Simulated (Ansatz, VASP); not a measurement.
## One calculation of Ni, two programs

```xyz
2
Lattice="-2.0267 2.0267 1.0979 2.0267 -2.0267 1.0979 2.0267 2.0267 -1.0979" Properties=species:S:1:pos:R:3 pbc="T T T"
Ni    0.0000   -1.0133   -0.2745
Ni    0.0000    1.0133    0.2745
```

Change from the starting cell: volume scaled by 0.75, LAPW.

Alike in both runs: task single point; functional PBE; k mesh 20 × 20 × 20; occupations fermi-dirac, width 0.1 eV; collinear spin.

|  | VASP | Ansatz |
| --- | --- | --- |
| version | VASP 6.6.1 | Ansatz 0.2.0 |
| potentials or method | VASP PAW PBE potentials, release 64 (Ni), cutoff 520 eV | all-electron LAPW, scalar-relativistic |

```tsv
	VASP	Ansatz	Ansatz less VASP
pressure (GPa)	87.4	88.8	+1.37
traceless stress, the component that is largest in VASP (GPa)	0.17	-0.10	-0.274
net moment per atom (μB)	0.00	0.00	0.000
```

Both programs put the cell under a high pressure, so it lies far from rest at this level. Ansatz ran all-electron here, and VASP with PAW potentials. Ansatz's warnings: seeded moment not kept.

Noted on VASP's run: the cell as given lies far from equilibrium.
